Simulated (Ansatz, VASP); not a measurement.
## One calculation of W, two programs

INCAR

```
SYSTEM = W
PREC = Accurate ; ENCUT = 520
EDIFF = 1E-6 ; ISMEAR = -1
SIGMA = 0.1 ; LREAL = .False.
LASPH = .True. ; NELM = 100
ALGO = Normal ; ISIF = 2
LWAVE = .False. ; LCHARG = .False.
LDIPOL = .True. ; IDIPOL = 3
DIPOL = 0.5 0.5 0.500 ; GGA = CA
NBANDS = 43
```

Contents of KPOINTS:

```
regular mesh
0
Gamma
  12 12 1
  0 0 0
```

The input POSCAR:

```
W
1.0
    3.1348743764      0.0000000000      0.0000000000
    0.0000000000      3.1348743764      0.0000000000
    0.0000000000      0.0000000000     22.2697000000
W
5
Direct
    0.0000000000      0.0000000000      0.3592314053
    0.5000000000      0.5000000000      0.4296157024
    0.0000000000      0.0000000000      0.5000000000
    0.5000000000      0.5000000000      0.5703842976
    0.0000000000      0.0000000000      0.6407685947
```

Input for Ansatz:

```yaml
crystal:
  lattice:
    - [3.1348743764, 0.0, 0.0]
    - [0.0, 3.1348743764, 0.0]
    - [0.0, 0.0, 22.2697]
  atoms:
    - { symbol: W, position: [0.0, 0.0, 0.3592314053] }
    - { symbol: W, position: [0.5, 0.5, 0.4296157024] }
    - { symbol: W, position: [0.0, 0.0, 0.5] }
    - { symbol: W, position: [0.5, 0.5, 0.5703842976] }
    - { symbol: W, position: [0.0, 0.0, 0.6407685947] }
kpoints:
  mp_grid: { grid: [12, 12, 1] }
scf:
  occupations: { method: fermi_dirac, width: 0.1 }
hamiltonian:
  xc: lda
  pseudopotentials: { kind: paw }
output:
  forces: true
  stress: true
  eigenvalues: true
  populations: true
efield:
  axis: 3
  amplitude: 0
  dipole_correction: true
```

Alike in both runs: task single point; functional LDA; k mesh 12 × 12 × 1; occupations fermi-dirac, width 0.1 eV; no spin polarisation.

|  | VASP | Ansatz |
| --- | --- | --- |
| version | VASP 6.6.1 | Ansatz 0.2.0 |
| potentials or method | VASP PAW LDA potentials, release 64 (W_sv) | PAW with Ansatz's default frozen-core files, scalar-relativistic |
| plane-wave cutoff (eV) | 520 | 420 |
| valence electrons in the cell | 70 | 70 |

Ansatz gave:

```
rms of the force components (eV/Å) : 0.863
```

Estimate VASP's values.

rms of the force components (eV/Å): 0.838.

LDA's correlation is that of Perdew and Zunger in VASP and of Perdew and Wang (1992) in Ansatz. Atom by atom the forces differ by 0.040 eV/Å (rms over components).

Spin-orbit coupling is off throughout.
